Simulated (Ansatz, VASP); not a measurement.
## MgO in VASP and in Ansatz

```
CELL_PARAMETERS angstrom
0.00000 2.13515 2.13515
2.13515 0.00000 2.13515
2.13515 2.13515 0.00000
ATOMIC_POSITIONS crystal
Mg 0.00000 0.00000 0.00000
O 0.50000 0.50000 0.50000
```

Alike in both runs: task single point; functional PBE; k mesh 10 × 10 × 10; occupations fermi-dirac, width 0.01 eV; no spin polarisation.

|  | VASP | Ansatz |
| --- | --- | --- |
| version | VASP 6.6.1 | Ansatz 0.2.0 |
| potentials or method | VASP PAW PBE potentials, release 64 (Mg, O), cutoff 520 eV | all-electron LAPW, non-relativistic |

|  | VASP | Ansatz | Ansatz less VASP |
| --- | --- | --- | --- |
| gap on the k mesh at the Fermi level (eV) | 4.34 | 4.40 | +0.065 |
| pressure (GPa) | -2.4 | -1.5 | +0.91 |

Ansatz ran all-electron here, and VASP with PAW potentials.
